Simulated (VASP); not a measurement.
## Pb: single point with PBEsol

Pb:

```
Pb
1.0
     3.03861   -1.75032    0.00000
     3.03861    1.75032    0.00000
    -2.11546    0.00000    6.09522
Pb
2
Direct
  0.89920 0.91261 0.72889
  0.09341 0.08248 0.27147
```

This cell differs from its parent crystal: atoms moved at random.

```
Program                : VASP 6.6.1
Task                   : single point
Functional             : PBEsol
Potentials or basis    : VASP PAW PBE potentials, release 64 (Pb_d)
Cutoff                 : 520 eV
k mesh                 : 9 × 9 × 5
Occupations            : fermi-dirac, width 0.05 eV
Spin                   : no spin polarisation
Dipole correction      : no
Further INCAR settings : ALGO = Fast; EDIFF = 1e-07; NBANDS = 21
```

```yaml
Pressure: -1.9 GPa
Largest_force: 0.195 eV/Å
Band_gap_on_the_k_mesh: zero (band 14 reaches 12.52 eV, above the bottom of band 15 at 4.92 eV)
```

Forces on the atoms (eV/Å):
```
Pb   0.027 -0.010 -0.193
Pb  -0.027  0.010  0.193
```

Stress tensor (GPa, compression positive):
```
-1.94 -0.06 -0.02
-0.06 -1.97 -0.11
-0.02 -0.11 -1.92
```

Levels at points of the mesh, in eV from the Fermi level:
| k point | band 12 | band 13 | band 14 | band 15 | band 16 | band 17 |
| --- | --- | --- | --- | --- | --- | --- |
| (0.00, 0.00, 0.00) | -8.38 | -3.99 | 6.21 | 6.47 | 6.50 | 6.57 |

Wall time 3.5 min on 1 thread of Intel(R) Xeon(R) Platinum 8488C (Sapphire Rapids) (shared host), peak memory 0.34 GiB.

Caveat: the cell differs from its parent crystal (atoms moved at random); the PAW data sets were made with another functional, which shifts forces and pressure a little; spin-orbit coupling is left out, which moves the levels of the heavy elements.
